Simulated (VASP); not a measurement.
A run of VASP 6.6.1:

The input INCAR:

```
SYSTEM = KCd2P2
  ALGO = Normal
  EDIFF = 1E-6
  ENCUT = 500
  GGA = PE
  GGA_COMPAT = .False.
  ISIF = 2
  ISMEAR = 0
  LASPH = .True.
  LCHARG = .True.
  LELF = .True.
  LREAL = .False.
  LVHAR = .True.
  LWAVE = .False.
  NBANDS = 30
  NELM = 120
  PREC = Accurate
  SIGMA = 0.1
```

Contents of KPOINTS:

```
k-points
0
Gamma
  6 6 2
  0 0 0
```

Contents of POSCAR:

```
KCd2P2
1.0
    4.3941131700      0.0000000000      0.0000000000
   -2.1970565800      3.8054136300      0.0000000000
    0.0000000000      0.0000000000      8.5925762700
K Cd P
1 2 2
Direct
    0.6666666700      0.3333333300      0.0000000000
    0.6666666700      0.3333333300      0.5000000000
    0.3333333300      0.6666666700      0.0000000000
    0.0000000000      0.0000000000      0.7055339800
    0.0000000000      0.0000000000      0.2944660200
```

Potentials or basis: VASP PAW PBE potentials, release 64 (K_sv, Cd, P).

The run is started by

```sh
$ cat potpaw_PBE.64/K_sv/POTCAR potpaw_PBE.64/Cd/POTCAR potpaw_PBE.64/P/POTCAR > POTCAR
$ mpirun -np 1 vasp_std > vasp.out
```

Hardware: 1 thread of Intel(R) Xeon(R) Platinum 8559C (Emerald Rapids), with other jobs on the host.

Estimate the wall time of this run.

Run time: 30 s on 1 thread of Intel(R) Xeon(R) Platinum 8559C (Emerald Rapids), with other jobs on the host, peak memory 0.26 GiB. Counts: scf iterations 14, k points 14.
